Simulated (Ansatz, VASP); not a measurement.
Given: the input of a run of VASP 6.6.1 on ZnO.

File INCAR:

```
  PREC = Accurate
  ENCUT = 520
  EDIFF = 1E-6
  ISMEAR = -1
  SIGMA = 0.05
  LREAL = False
  LASPH = True
  NELM = 60
  ALGO = Normal
  ISIF = 2
  LWAVE = False
  LCHARG = False
  NBANDS = 26
```

File KPOINTS:

```
Automatic mesh
0
Gamma
  9 9 5
```

File POSCAR:

```
ZnO
1.0
    3.2053930491      0.0000000000      0.0000000000
   -1.6026965246      2.7759518096      0.0000000000
    0.0000000000      0.0000000000      5.1353529565
Zn O
2 2
Direct
    0.6666666667      0.3333333333      0.0000000000
    0.3333333333      0.6666666667      0.5000000000
    0.3333333333      0.6666666667      0.8790100000
    0.6666666667      0.3333333333      0.3790100000
```

Potentials or basis: VASP PAW LDA potentials, release 64 (Zn, O).

The run is started by

```console
$ cat potpaw_LDA.64/Zn/POTCAR potpaw_LDA.64/O/POTCAR > POTCAR
$ mpirun -np 1 vasp_std > vasp.out
```

Q: Translate it to Ansatz 0.2.0. Potentials there: JTH PAW LDA.

A: As run (the cutoff follows the program's own potentials):

input.yaml

```yaml
crystal:
  lattice:
    - [3.2053930491, 0.0, 0.0]
    - [-1.6026965246, 2.7759518096, 0.0]
    - [0.0, 0.0, 5.1353529565]
  atoms:
    - { symbol: Zn, position: [0.6666666667, 0.3333333333, 0.0] }
    - { symbol: Zn, position: [0.3333333333, 0.6666666667, 0.5] }
    - { symbol: O, position: [0.3333333333, 0.6666666667, 0.87901] }
    - { symbol: O, position: [0.6666666667, 0.3333333333, 0.37901] }
hamiltonian:
  xc: lda
  pseudopotentials: { kind: paw, xc_functional: lda, accuracy: standard }
kpoints:
  mp_grid: { grid: [9, 9, 5] }
scf:
  occupations: { method: fermi_dirac, width: 0.05 }
output:
  forces: true
  stress: true
  eigenvalues: true
```

Potentials or basis: JTH PAW LDA.

Launch:

```console
$ ansatz run input.yaml --threads 2 --pin off --max-ram 5120MiB --backend cpu --events-out ev --progress --plain --runs-dir out
```

Both were run:

|  | VASP | Ansatz | Ansatz less VASP |
| --- | --- | --- | --- |
| gap on the k mesh at the Fermi level (eV) | 0.81 | 0.80 | -0.014 |
| least direct gap on the mesh (eV) | 0.81 | 0.80 | -0.014 |
| pressure (GPa) | 0.0 | -1.7 | -1.63 |
| traceless stress, the component that is largest in VASP (GPa) | 1.35 | 1.33 | -0.015 |
| rms of the force components (eV/Å) | 0.041 | 0.038 | -0.0030 |

LDA's correlation is that of Perdew and Zunger in VASP and of Perdew and Wang (1992) in Ansatz. Atom by atom the forces differ by 0.003 eV/Å (rms over components).

Noted on Ansatz's run: odd divisions of the mesh miss points on the zone boundary, where band edges often lie, so the gap on the mesh can be too wide.
